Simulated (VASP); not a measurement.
# NaF (Fdd2) in VASP: further runs

The runs below take NaF through single point, with PBE, r2SCAN.

Everything below comes from runs of VASP 6.6.1. Logs are shortened: lines on timing, memory, paths and dates and some standing lists are left out, and cuts for length are marked.

## Step 1: The cell of the first run

Symmetry: Fdd2, No. 43, orthorhombic system. The conventional cell has a = 3.300 Å, b = 6.349 Å, c = 11.485 Å, α = 90.00°, β = 90.00°, γ = 90.00°. Within 3.0 Å of Na (site symmetry 2) lie 4 F at 2.24 to 2.25 Å. Within 3.0 Å of F (site symmetry 2) lie 4 Na at 2.24 to 2.25 Å.

## Step 2: Single point, PBE

INCAR

```
ALGO = Normal
EDIFF = 1E-7
ENCUT = 520
GGA = PE
ISIF = 2
ISMEAR = 0
LASPH = True
LCHARG = False
LREAL = False
LWAVE = False
NBANDS = 22
NELM = 100
PREC = Accurate
SIGMA = 0.1
```

KPOINTS

```
k-points
0
Gamma
  6 6 6
```

POSCAR

```
NaF
1.0
    0.0000000000      3.1745417000      5.7423775000
    1.6501899000      0.0000000000      5.7423775000
    1.6501899000      3.1745417000      0.0000000000
Na F
2 2
Direct
    0.1835050000      0.1835050000      0.8164950000
    0.4335050000      0.4335050000      0.0664950000
    0.8164950000      0.8164950000      0.1835050000
    0.0664950000      0.0664950000      0.4335050000
```

Potentials or basis: VASP PAW PBE potentials, release 64 (Na_pv, F).

On the command line:

```
$ cat potpaw_PBE.64/Na_pv/POTCAR potpaw_PBE.64/F/POTCAR > POTCAR
$ mpirun -np 1 vasp_std > vasp.out
```

OUTCAR:

```text
EDIFF = 1E-7
   ENCUT = 520
   GGA = PE
   ISIF = 2
   ISMEAR = 0
   LASPH = True
   LREAL = False
   NELM = 100
   PREC = Accurate

 ion  position               nearest neighbor table
   1  0.184  0.184  0.816-   4 2.24   4 2.24   3 2.25   3 2.25
   2  0.434  0.434  0.066-   3 2.24   3 2.24   4 2.25   4 2.25
   3  0.816  0.816  0.184-   2 2.24   2 2.24   1 2.25   1 2.25
   4  0.066  0.066  0.434-   1 2.24   1 2.24   2 2.25   2 2.25

  LATTYP: Found a face centered orthorhombic cell.
 ALAT       =     3.3003798000
 B/A-ratio  =     1.9237432613
 C/A-ratio  =     3.4798282913

  Lattice vectors:

 A1 = (   0.0000000000,   3.1745417000,   5.7423775000)
 A2 = (   1.6501899000,   0.0000000000,   5.7423775000)
 A3 = (   1.6501899000,   3.1745417000,   0.0000000000)

Analysis of symmetry for initial positions (statically):
=====================================================================
 Subroutine PRICEL returns:
 Original cell was already a primitive cell.

 Routine SETGRP: Setting up the symmetry group for a
 face centered orthorhombic supercell.

 Subroutine GETGRP returns: Found  4 space group operations
 (whereof  2 operations were pure point group operations)
 out of a pool of  8 trial point group operations.

The static configuration has the point symmetry C_2 .
 The point group associated with its full space group is C_2v.

Analysis of symmetry for dynamics (positions and initial velocities):
=====================================================================
 Subroutine PRICEL returns:
 Original cell was already a primitive cell.

 Routine SETGRP: Setting up the symmetry group for a
 face centered orthorhombic supercell.

 Subroutine GETGRP returns: Found  4 space group operations
 (whereof  2 operations were pure point group operations)
 out of a pool of  8 trial point group operations.

The dynamic configuration has the point symmetry C_2 .
 The point group associated with its full space group is C_2v.

 Subroutine INISYM returns: Found  4 space group operations
 (whereof  2 operations are pure point group operations),
 and found     1 'primitive' translations

----------------------------------------------------------------------------------------

                                     Primitive cell

  volume of cell :      60.1640

  direct lattice vectors                    reciprocal lattice vectors
     0.000000000  3.174541700  5.742377500    -0.302995431  0.157503050  0.087071949
     1.650189900  0.000000000  5.742377500     0.302995431 -0.157503050  0.087071949
     1.650189900  3.174541700  0.000000000     0.302995431  0.157503050 -0.087071949

  length of vectors
     6.561449105  5.974782511  3.577826395     0.352413062  0.352413062  0.352413062

  position of ions in fractional coordinates (direct lattice)
     0.183505000  0.183505000  0.816495000
     0.433505000  0.433505000  0.066495000
     0.816495000  0.816495000  0.183505000
     0.066495000  0.066495000  0.433505000

  ion indices of the primitive-cell ions
   primitive index   ion index
                 1           1
                 2           2
                 3           3
                 4           4

----------------------------------------------------------------------------------------

 KPOINTS: k-points

Automatic generation of k-mesh.
 Grid dimensions read from file:
 generate k-points for:    6    6    6

 Generating k-lattice:

  Cartesian coordinates                     Fractional coordinates (reciprocal lattice)
    -0.050499239  0.026250508  0.014511991     0.166666667  0.000000000  0.000000000
     0.050499239 -0.026250508  0.014511991     0.000000000  0.166666667 -0.000000000
     0.050499239  0.026250508 -0.014511991     0.000000000 -0.000000000  0.166666667

  Length of vectors
     0.058735510  0.058735510  0.058735510

  Shift w.r.t. Gamma in fractional coordinates (k-lattice)
     0.000000000  0.000000000  0.000000000

 Subroutine IBZKPT returns following result:
 ===========================================

 Found     46 irreducible k-points:

 Following reciprocal coordinates:
            Coordinates               Weight
  0.000000  0.000000  0.000000      1.000000
  0.166667  0.000000 -0.000000      8.000000
  0.333333  0.000000  0.000000      8.000000
  0.500000  0.000000 -0.000000      4.000000
  0.166667  0.166667  0.000000      2.000000
  0.333333  0.166667 -0.000000      8.000000
[... 16 lines left out ...]
 -0.166667  0.166667  0.166667      8.000000
  0.500000  0.333333  0.166667      4.000000
 [... further k-points ...]
   k-points           NKPTS =     46   k-points in BZ     NKDIM =     46   number of bands    NBANDS=     22
   number of dos      NEDOS =    301   number of ions     NIONS =      4
   total plane-waves  NPLWV =  67200
   dimension x,y,z NGX =    50 NGY =   48 NGZ =   28
   dimension x,y,z NGXF=   100 NGYF=   96 NGZF=   56
   ions per type =               2   2
   NGX,Y,Z   is equivalent  to a cutoff of  12.67, 13.36, 13.01 a.u.
   NGXF,Y,Z  is equivalent  to a cutoff of  25.34, 26.71, 26.02 a.u.
 SYSTEM =  unknown system
   PREC   = accura    normal or accurate (medium, high low for compatibility)
   ISTART =      0    job   : 0-new  1-cont  2-samecut
   ICHARG =      2    charge: 1-file 2-atom 10-const
   ISPIN  =      1    spin polarized calculation?
   LNONCOLLINEAR =      F non collinear calculations
   LSORBIT =      F    spin-orbit coupling
   LASPH  =      T    aspherical Exc in radial PAW
   ENCUT  =  520.0 eV  38.22 Ry    6.18 a.u.  12.20 11.11  6.65*2*pi/ulx,y,z
   NELM   =    100;   NELMIN=  2; NELMDL= -5     # of ELM steps
   EDIFF  = 0.1E-06   stopping-criterion for ELM
   LREAL  =      F    real-space projection
   EDIFFG = 0.1E-05   stopping-criterion for IOM
   NSW    =      0    number of steps for IOM
   IBRION =     -1    ionic relax: 0-MD 1-quasi-New 2-CG
   NFREE  =      0    steps in history (QN), initial steepest desc. (CG)
   ISIF   =      2    stress and relaxation
   ISYM   =      2    0-nonsym 1-usesym 2-fastsym
   POTIM  = 0.5000    time-step for ionic-motion
   TEBEG  =    0.0;   TEEND  =   0.0 temperature during run
   PSTRESS=    0.0 pullay stress
   NELECT =      28.0000    total number of electrons
   NUPDOWN=      -1.0000    fix difference up-down
   EMIN   =  10.00;   EMAX   =-10.00  energy-range for DOS
   EFERMI =   0.00;   METHOD = LEGACY
   ISMEAR =     0;   SIGMA  =   0.10  broadening in eV -4-tet -1-fermi 0-gaus
   EFERMI_NEDOS =   21; number of points for ismear=-14 and -15
   IALGO  =     38    algorithm
   IMIX   =      4    mixing-type and parameters
     AMIX     =   0.40;   BMIX     =  1.00
     AMIX_MAG =   1.60;   BMIX_MAG =  1.00
  volume/ion in A,a.u.               =      15.04       101.50
  Fermi-wavevector in a.u.,A,eV,Ry     =   1.268670  2.397438 21.898891  1.609523
  Thomas-Fermi vector in A             =   2.401752
   LORBIT       =      0    0 simple, 1 ext, 2 COOP (PROOUT), +10 PAW based schemes
   GGA     = PE    functional components
   LHFCALC =     F    Hartree Fock is set to
   AEXX    =    0.0000 exact exchange contribution
   IVDW    =     0    specifies the selected vdW correction
   LEPSILON=     F    determine dielectric tensor
   LRPA    =     F    only Hartree local field effects (RPA)
 non-spin polarized calculation
 Gauss-broadening in eV      SIGMA  =   0.10
  energy-cutoff  :      520.00
  volume of cell :       60.16
 maximum number of plane-waves:      1642
 NGX is ok and might be reduce to    50
   NGX = 25   NGY = 23   NGZ = 13

 number of electron      28.0000001 magnetization

 Free energy of the ion-electron system (eV)
  ---------------------------------------------------
  ext. energy  EPLUGINS =         0.00000000
  ---------------------------------------------------
  free energy    TOTEN  =       -16.76826893 eV

  energy without entropy =      -16.76826893  energy(sigma->0) =      -16.76826893

 E-fermi :  -2.2235     XC(G=0):  -8.1913

 val. band max:       -2.7691854956   @ k =   0.0000   0.0000   0.0000
 cond. band min:       2.5996825817   @ k =   0.0000   0.0000   0.0000
 fundamental gap:      5.3688680774
 Fermi energy:        -2.2234742685

 k-point     1 :       0.0000    0.0000    0.0000
  band No.  band energies     occupation
      1     -22.6880      2.00000
      2     -22.1813      2.00000
      3     -22.1721      2.00000
      4     -22.1044      2.00000
      5     -22.1025      2.00000
      6     -22.0925      2.00000
[... 14 lines left out ...]
     21      16.0424      0.00000
     22      16.7463      0.00000

 k-point     2 :       0.1667    0.0000   -0.0000
  band No.  band energies     occupation
      1     -22.6301      2.00000
      2     -22.3141      2.00000
      3     -22.1846      2.00000
      4     -22.1765      2.00000
      5     -22.1077      2.00000
      6     -22.1034      2.00000
[... 14 lines left out ...]
     21      15.2677      0.00000
     22      15.9956      0.00000

 k-point     3 :       0.3333    0.0000    0.0000
  band No.  band energies     occupation
      1     -22.5605      2.00000
      2     -22.4689      2.00000
      3     -22.2032      2.00000
      4     -22.1813      2.00000
      5     -22.1278      2.00000
      6     -22.1113      2.00000
[... 14 lines left out ...]
     21      14.3898      0.00000
     22      15.4286      0.00000
[... 476 lines left out ...]
 k-point    23 :      -0.1667    0.1667    0.1667
  band No.  band energies     occupation
      1     -22.6174      2.00000
      2     -22.4210      2.00000
      3     -22.2106      2.00000
      4     -22.1801      2.00000
      5     -22.1451      2.00000
      6     -22.1074      2.00000
[... 14 lines left out ...]
     21      13.9424      0.00000
     22      15.7467      0.00000

 k-point    24 :       0.5000    0.3333    0.1667
  band No.  band energies     occupation
      1     -22.5917      2.00000
      2     -22.4029      2.00000
      3     -22.1834      2.00000
      4     -22.1693      2.00000
      5     -22.1075      2.00000
      6     -22.1001      2.00000
[... 14 lines left out ...]
     21      16.6182      0.00000
     22      16.7820      0.00000

 [... further k-points ...]

------------------------ aborting loop because EDIFF is reached ----------------------------------------

  FORCE on cell =-STRESS in cart. coord.  units (eV):
  Direction    XX          YY          ZZ          XY          YZ          ZX
  --------------------------------------------------------------------------------------
  -------------------------------------------------------------------------------------
  Total       -0.0172993     -0.0423187     -0.0010762      0.0000000      0.0000000      0.0000000
  in kB       -0.4606840     -1.1269547     -0.0286598      0.0000000      0.0000000      0.0000000
  external PRESSURE =      -0.5387662 kB  Pullay stress =       0.0000000 kB

 VOLUME and BASIS-vectors are now :
 -----------------------------------------------------------------------------
  energy-cutoff  :      520.00
  volume of cell :       60.16
      direct lattice vectors                 reciprocal lattice vectors
     0.000000000  3.174541700  5.742377500    -0.302995431  0.157503050  0.087071949
     1.650189900  0.000000000  5.742377500     0.302995431 -0.157503050  0.087071949
     1.650189900  3.174541700  0.000000000     0.302995431  0.157503050 -0.087071949

 POSITION                                       TOTAL-FORCE (eV/Angst)
 -----------------------------------------------------------------------------------
      1.65019      3.17454      2.10751         0.000000     -0.000000      0.001834
      0.82509      1.58727      4.97870         0.000000      0.000000      0.001834
      1.65019      3.17454      9.37725         0.000000      0.000000     -0.001834
      0.82509      1.58727      0.76368         0.000000     -0.000000     -0.001834
 -----------------------------------------------------------------------------------
    total drift:                                0.000089      0.000052     -0.000127

  FREE ENERGIE OF THE ION-ELECTRON SYSTEM (eV)
  ---------------------------------------------------
  free  energy   TOTEN  =       -16.7682689284 eV

  energy  without entropy=      -16.7682689284  energy(sigma->0) =      -16.76826893
```

Wall time 77 s (1 thread of Intel Xeon Platinum 8488C (Sapphire Rapids), shared host); peak memory 0.24 GiB.

What came out:

```
Free energy            : -16.7683 eV
Pressure               : -0.1 GPa
Band gap on the k mesh : 5.37 eV, direct
```

A k mesh can miss the band edges.

## Step 3: Single point, PBE

INCAR

```
  PREC = Accurate
  ENCUT = 520
  EDIFF = 1E-7
  ISMEAR = 0
  SIGMA = 0.02
  LREAL = False
  LASPH = True
  NELM = 80
  ALGO = Normal
  ISIF = 2
  LWAVE = False
  LCHARG = False
  GGA = PE
  NBANDS = 22
```

KPOINTS

```
Automatic mesh
0
Gamma
  8 8 8
```

POSCAR is that of step 2.

Potentials or basis: VASP PAW PBE potentials, release 64 (Na_pv, F).

On the command line:

```
$ cat potpaw_PBE.64/Na_pv/POTCAR potpaw_PBE.64/F/POTCAR > POTCAR
$ mpirun -np 1 vasp_std > vasp.out
```

Run time: 2.2 min. Hardware: 1 thread of Intel Xeon Platinum 8488C (Sapphire Rapids), shared host; peak memory 0.28 GiB.

It converged, with:

```
Free energy            : -16.7683 eV
Pressure               : -0.1 GPa
Band gap on the k mesh : 5.37 eV, direct
```

Stress tensor (GPa, compression positive):
```
-0.05  0.00  0.00
 0.00 -0.11  0.00
 0.00  0.00  0.00
```

Levels at points of the mesh, in eV from the valence-band top:
```csv
k point,band 11,band 12,band 13,band 14,band 15,band 16,band 17,band 18
"(0.00, 0.00, 0.00)",-0.24,-0.18,-0.09,0.00,5.37,9.62,10.58,17.26
"(0.50, 0.00, 0.00)",-0.64,-0.42,-0.36,-0.21,9.83,10.62,11.55,12.33
"(0.50, 0.50, 0.00)",-0.24,-0.24,-0.05,-0.05,6.95,6.95,13.73,13.73
"(0.50, 0.00, 0.50)",-0.60,-0.60,-0.19,-0.19,9.50,9.50,12.84,12.84
"(0.00, 0.50, 0.50)",-0.36,-0.36,-0.19,-0.19,9.92,9.92,11.20,11.20
```

A k mesh can miss the band edges. As with any semilocal functional, this PBE gap is likely too small.

## Step 4: Single point, r2SCAN

POSCAR is that of step 3.

INCAR.step1

```
SYSTEM = NaF
PREC = Accurate ; ENCUT = 520
ISMEAR = 0 ; SIGMA = 0.02
LREAL = .FALSE. ; LASPH = .TRUE.
NELM = 60 ; NBANDS = 22
GGA = PE ; ALGO = Normal
EDIFF = 1E-4 ; LWAVE = .TRUE.
LCHARG = .FALSE.
```

INCAR.step2

```
SYSTEM = NaF
PREC = Accurate ; ENCUT = 520
EDIFF = 1E-7 ; ISMEAR = 0
SIGMA = 0.02 ; LREAL = .FALSE.
LASPH = .TRUE. ; NELM = 60
ALGO = Normal ; ISIF = 2
LWAVE = .FALSE. ; LCHARG = .TRUE.
METAGGA = R2SCAN ; LMIXTAU = .TRUE.
LELF = .TRUE. ; LVHAR = .TRUE.
NBANDS = 22 ; ISTART = 1
```

KPOINTS

```
Automatic mesh
0
G
  8 8 8
  0 0 0
```

On the command line:

```
$ cat potpaw_PBE.64/Na_pv/POTCAR potpaw_PBE.64/F/POTCAR > POTCAR
$ cp INCAR.step1 INCAR
$ mpirun -np 1 vasp_std > vasp.out
$ cp INCAR.step2 INCAR
$ mpirun -np 1 vasp_std > vasp.out
```

Wall time 11 min (1 thread of Intel Xeon Platinum 8488C (Sapphire Rapids), shared host); peak memory 0.31 GiB.

Results (log left out):

| Quantity | Value |
| --- | --- |
| Free energy | -24.6628 eV |
| Pressure | -2.7 GPa |
| Largest force | 0.009 eV/Å |
| Band gap on the k mesh | 6.13 eV, direct |

Forces on the atoms (eV/Å):
```
Na   0.000  0.000  0.009
Na   0.000  0.000  0.009
F    0.000  0.000 -0.009
F    0.000  0.000 -0.009
```

Stress tensor (GPa, compression positive):
```
-2.71  0.00  0.00
 0.00 -2.46  0.00
 0.00  0.00 -2.88
```

Levels at points of the mesh, in eV from the valence-band top:
```csv
k point,band 12,band 13,band 14,band 15,band 16,band 17
"(0.00, 0.00, 0.00)",-0.18,-0.09,0.00,6.13,10.35,11.38
"(0.50, 0.00, 0.00)",-0.42,-0.36,-0.20,10.57,11.42,12.36
"(0.50, 0.50, 0.00)",-0.25,-0.05,-0.05,7.70,7.70,14.47
"(0.50, 0.00, 0.50)",-0.59,-0.19,-0.19,10.25,10.25,13.73
"(0.00, 0.50, 0.50)",-0.37,-0.19,-0.19,10.64,10.65,12.15
```

Caveat: the PAW data sets were made with another functional, which shifts forces and pressure a little. A k mesh can miss the band edges.

## Step 5: The runs side by side

```tsv
level	k mesh	smearing	gap on the mesh (eV)	pressure (GPa)
PBE	6 × 6 × 6	gaussian 0.1 eV	5.37	-0.1
PBE	8 × 8 × 8	gaussian 0.02 eV	5.37	-0.1
r2SCAN	8 × 8 × 8	gaussian 0.02 eV	6.13	-2.7
```

Alike in all rows: task single point; potentials or basis VASP PAW PBE potentials, release 64 (Na_pv, F); no spin polarisation; cell as given; cutoff (eV) 520.

On the cell as given the gap runs from 5.37 eV (PBE) to 6.13 eV (r2SCAN); the meshes differ, which moves gaps too. The pressure there spans -2.7 GPa (r2SCAN) to -0.1 GPa (PBE); a positive pressure means that this level wants a larger cell, a negative one a smaller.

Caveats: the PAW data sets were made with another functional, which shifts forces and pressure a little (some runs).

Total energies depend on the potentials used, so only differences within one code and one set of settings carry meaning.
